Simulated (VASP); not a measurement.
The system is NbSi.

```
Nb Si
1.0
     0.00000    2.57383    2.57383
     2.57383    0.00000    2.57383
     2.57383    2.57383    0.00000
Nb Si
1 1
Direct
  0.00000 0.00000 0.00000
  0.50000 0.50000 0.50000
```

Program: VASP 6.6.1. Alike in all runs: task single point; potentials or basis VASP PAW PBE potentials, release 64 (Nb_sv, Si); cell as given; cutoff (eV) 520; smearing fermi-dirac 0.05 eV.

Q: Order these runs on this cell by their pressure, lowest first.
A. level PBEsol; spin non-collinear, zero start, SOC; k mesh 9 × 9 × 9
B. level r2SCANh; spin off; k mesh 5 × 5 × 5; grid for exact exchange (PRECFOCK) Normal; share of exact exchange 0.1
C. level r2SCAN50; spin off; k mesh 5 × 5 × 5; grid for exact exchange (PRECFOCK) Normal; share of exact exchange 0.5

A: C (-8.3 GPa), A (-4.4 GPa), B (-2.3 GPa).

Caveats: some runs use coarse meshes; the PAW data sets were made with another functional, which shifts forces and pressure a little; the cell stands under tension (at least some runs).
